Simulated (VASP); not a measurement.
# Cu2O (Pn-3m) in VASP: further runs, part 2 of 2

VASP 6.6.1. The steps go on from the part before.

### 3 Single point, HSE06 (strain +4.0%)

The input, POSCAR:

```
Cu2O
1.0
    4.4159235101      0.0000000000      0.0000000000
    0.0000000000      4.4159235101      0.0000000000
    0.0000000000      0.0000000000      4.4159235101
Cu O
4 2
Direct
    0.2500000000      0.2500000000      0.7500000000
    0.7500000000      0.2500000000      0.2500000000
    0.2500000000      0.7500000000      0.2500000000
    0.7500000000      0.7500000000      0.7500000000
    0.5000000000      0.5000000000      0.5000000000
    0.0000000000      0.0000000000      0.0000000000
```

The input, INCAR.step1:

```
SYSTEM = Cu2O
  PREC = Accurate
  ENCUT = 520
  EDIFF = 1E-5
  ISMEAR = 0
  SIGMA = 0.01
  LREAL = .FALSE.
  LASPH = .TRUE.
  NELM = 120
  ALGO = Normal
  ISIF = 2
  LWAVE = .TRUE.
  LCHARG = .FALSE.
  GGA = PE
  NBANDS = 37
  GGA_COMPAT = .FALSE.
  KPAR = 4
```

The input, INCAR.step2:

```
SYSTEM = Cu2O
  PREC = Accurate
  ENCUT = 520
  EDIFF = 1E-6
  ISMEAR = 0
  SIGMA = 0.01
  LREAL = .FALSE.
  LASPH = .TRUE.
  NELM = 120
  ALGO = Normal
  ISIF = 2
  LWAVE = .FALSE.
  LCHARG = .FALSE.
  GGA = PE
  LHFCALC = .TRUE.
  HFSCREEN = 0.2079
  PRECFOCK = Normal
  ISTART = 1
  NBANDS = 37
  GGA_COMPAT = .FALSE.
  KPAR = 4
```

The input, KPOINTS:

```
Automatic mesh
0
G
  4 4 4
  0 0 0
```

Potentials or basis: VASP PAW PBE potentials, release 64 (Cu, O).

Started as:

```
cat potpaw_PBE.64/Cu/POTCAR potpaw_PBE.64/O/POTCAR > POTCAR
cp INCAR.step1 INCAR
mpirun -np 4 vasp_std > vasp.out
cp INCAR.step2 INCAR
mpirun -np 4 vasp_std > vasp.out
```

OUTCAR:

```text
SYSTEM = Cu2O
   PREC = Accurate
   ENCUT = 520
   EDIFF = 1E-6
   ISMEAR = 0
   LREAL = .FALSE.
   LASPH = .TRUE.
   NELM = 120
   ISIF = 2
   GGA = PE
   LHFCALC = .TRUE.
   HFSCREEN = 0.2079
   PRECFOCK = Normal
   ISTART = 1

 ion  position               nearest neighbor table
   1  0.250  0.250  0.750-   5 1.91   6 1.91
   2  0.750  0.250  0.250-   5 1.91   6 1.91
   3  0.250  0.750  0.250-   5 1.91   6 1.91
   4  0.750  0.750  0.750-   5 1.91   6 1.91
   5  0.500  0.500  0.500-   1 1.91   2 1.91   3 1.91   4 1.91
   6  0.000  0.000  0.000-   1 1.91   2 1.91   3 1.91   4 1.91

  LATTYP: Found a simple cubic cell.
 ALAT       =     4.4159235101

  Lattice vectors:

 A1 = (   4.4159235101,   0.0000000000,   0.0000000000)
 A2 = (   0.0000000000,   4.4159235101,   0.0000000000)
 A3 = (   0.0000000000,   0.0000000000,   4.4159235101)

Analysis of symmetry for initial positions (statically):
=====================================================================
 Subroutine PRICEL returns:
 Original cell was already a primitive cell.

 Routine SETGRP: Setting up the symmetry group for a
 simple cubic supercell.

 Subroutine GETGRP returns: Found 48 space group operations
 (whereof 24 operations were pure point group operations)
 out of a pool of 48 trial point group operations.

The static configuration has the point symmetry T_d .
 The point group associated with its full space group is O_h .

Analysis of symmetry for dynamics (positions and initial velocities):
=====================================================================
 Subroutine PRICEL returns:
 Original cell was already a primitive cell.
[... 126 lines left out ...]
   LORBIT       =      0    0 simple, 1 ext, 2 COOP (PROOUT), +10 PAW based schemes
   GGA     = PE    functional components
   LHFCALC =     T    Hartree Fock is set to
   PRECFOCK=normal    Normal, Fast or Accurate (Low or Medium for compatibility)
   ENCUT4O =  -1.0   cutoff for four orbital integrals eV
   NKREDX  =     1    reduce k-point grid by
   NKREDY  =     1    reduce k-point grid by
   NKREDZ  =     1    reduce k-point grid by
   AEXX    =    0.2500 exact exchange contribution
   HFSCREEN=    0.2079 screening length (either q_TF or 0.3 A-1)
   HFSCREENC=   0.2079 screening length for correlation (either q_TF or 0.3 A-1)
   ENCUTFOCK=  -1.0 apply spherical cutoff to Coloumb kernel
   IVDW    =     0    specifies the selected vdW correction
   LEPSILON=     F    determine dielectric tensor
   LRPA    =     F    only Hartree local field effects (RPA)
 non-spin polarized calculation
 Gauss-broadening in eV      SIGMA  =   0.01
  energy-cutoff  :      520.00
  volume of cell :       86.11
 maximum number of plane-waves:      2360
 NGX is ok and might be reduce to    36
  NGX = 28; NGY = 28; NGZ = 28

 number of electron      56.0000013 magnetization

 Free energy of the ion-electron system (eV)
  ---------------------------------------------------
  ext. energy  EPLUGINS =         0.00000000
  ---------------------------------------------------
  free energy    TOTEN  =       -31.47943064 eV

  energy without entropy =      -31.47943064  energy(sigma->0) =      -31.47943064

 E-fermi :   2.6877     XC(G=0):  -8.5566

 val. band max:        2.6154168074   @ k =   0.0000   0.0000   0.0000
 cond. band min:       4.3559711866   @ k =   0.0000   0.0000   0.0000
 fundamental gap:      1.7405543791
 Fermi energy:         2.6877018924

 k-point     1 :       0.0000    0.0000    0.0000
  band No.  band energies     occupation
      1     -18.2020      2.00000
      2     -17.6165      2.00000
      3      -4.0907      2.00000
      4      -4.0907      2.00000
      5      -4.0907      2.00000
      6      -1.6829      2.00000
[... 389 lines left out ...]
     36      11.5219      0.00000
     37      17.8873      0.00000

------------------------ aborting loop because EDIFF is reached ----------------------------------------

  FORCE on cell =-STRESS in cart. coord.  units (eV):
  Direction    XX          YY          ZZ          XY          YZ          ZX
  --------------------------------------------------------------------------------------
  -------------------------------------------------------------------------------------
  Total       -4.2490114     -4.2490114     -4.2490114      0.0000000     -0.0000000      0.0000000
  in kB      -79.0558202    -79.0558202    -79.0558202      0.0000000     -0.0000000      0.0000000
  external PRESSURE =     -79.0558202 kB  Pullay stress =       0.0000000 kB

 VOLUME and BASIS-vectors are now :
 -----------------------------------------------------------------------------
  energy-cutoff  :      520.00
  volume of cell :       86.11
      direct lattice vectors                 reciprocal lattice vectors
     4.415923510  0.000000000  0.000000000     0.226453198  0.000000000  0.000000000
     0.000000000  4.415923510  0.000000000     0.000000000  0.226453198  0.000000000
     0.000000000  0.000000000  4.415923510     0.000000000  0.000000000  0.226453198

 POSITION                                       TOTAL-FORCE (eV/Angst)
 -----------------------------------------------------------------------------------
      1.10398      1.10398      3.31194        -0.000000      0.000000      0.000000
      3.31194      1.10398      1.10398         0.000000     -0.000000      0.000000
      1.10398      3.31194      1.10398         0.000000      0.000000      0.000000
      3.31194      3.31194      3.31194        -0.000000     -0.000000     -0.000000
      2.20796      2.20796      2.20796         0.000000     -0.000000     -0.000000
      0.00000      0.00000      0.00000        -0.000000      0.000000     -0.000000
 -----------------------------------------------------------------------------------
    total drift:                               -0.000002      0.000001     -0.000002

  FREE ENERGIE OF THE ION-ELECTRON SYSTEM (eV)
  ---------------------------------------------------
  free  energy   TOTEN  =       -31.4794306432 eV

  energy  without entropy=      -31.4794306432  energy(sigma->0) =      -31.47943064
```

OUTCAR.step1:

```text
SYSTEM = Cu2O
   PREC = Accurate
   ENCUT = 520
   EDIFF = 1E-5
   ISMEAR = 0
   LREAL = .FALSE.
   LASPH = .TRUE.
   NELM = 120
[... 621 lines left out ...]
      3.31194      3.31194      3.31194         0.000000     -0.000000      0.000000
      2.20796      2.20796      2.20796        -0.000000      0.000000     -0.000000
      0.00000      0.00000      0.00000        -0.000000      0.000000     -0.000000
 -----------------------------------------------------------------------------------
    total drift:                                0.000000     -0.000000      0.000000

  FREE ENERGIE OF THE ION-ELECTRON SYSTEM (eV)
  ---------------------------------------------------
  free  energy   TOTEN  =       -27.1452041762 eV

  energy  without entropy=      -27.1452041762  energy(sigma->0) =      -27.14520418
```

OSZICAR.step1:

```text
N       E                     dE             d eps       ncg     rms          rms(c)
DAV:   1     0.534726729217E+03    0.53473E+03   -0.24769E+04   740   0.228E+03
DAV:   2     0.602515572506E+02   -0.47448E+03   -0.45170E+03   745   0.437E+02
DAV:   3    -0.273585154400E+02   -0.87610E+02   -0.83113E+02   990   0.209E+02
DAV:   4    -0.329990362797E+02   -0.56405E+01   -0.55654E+01  1092   0.590E+01
DAV:   5    -0.330449643059E+02   -0.45928E-01   -0.45913E-01   983   0.706E+00    0.179E+01
DAV:   6    -0.306318726312E+02    0.24131E+01   -0.52856E+01   988   0.129E+02    0.131E+01
DAV:   7    -0.270607095610E+02    0.35712E+01   -0.13512E+01   947   0.879E+01    0.321E+00
DAV:   8    -0.271762200289E+02   -0.11551E+00   -0.19800E+00   887   0.748E+00    0.152E+00
DAV:   9    -0.271568444179E+02    0.19376E-01   -0.14873E-01   963   0.469E+00    0.823E-01
DAV:  10    -0.271463277000E+02    0.10517E-01   -0.56213E-02  1037   0.370E+00    0.302E-01
DAV:  11    -0.271452743806E+02    0.10533E-02   -0.69919E-03  1167   0.881E-01    0.753E-02
DAV:  12    -0.271451993245E+02    0.75056E-04   -0.86272E-04   941   0.292E-01    0.245E-02
DAV:  13    -0.271452053528E+02   -0.60283E-05   -0.12569E-04   949   0.180E-01    0.903E-03
DAV:  14    -0.271452041762E+02    0.11766E-05   -0.10789E-05   428   0.686E-02
   1 F= -.27145204E+02 E0= -.27145204E+02  d E =-.767337E-40
```

It took 44 min on 4 MPI ranks of Intel Xeon Platinum 8259CL at 2.50GHz (Skylake/Cascade Lake), shared host; peak memory 0.35 GiB.

What came out:

```
Free energy            : -31.4794 eV
Pressure               : -7.9 GPa
Band gap on the k mesh : 1.74 eV
```

Caveat: the cell differs from its parent crystal (strain +4.0%); the cell stands under tension; the PAW data sets were made with another functional, which shifts forces and pressure a little.
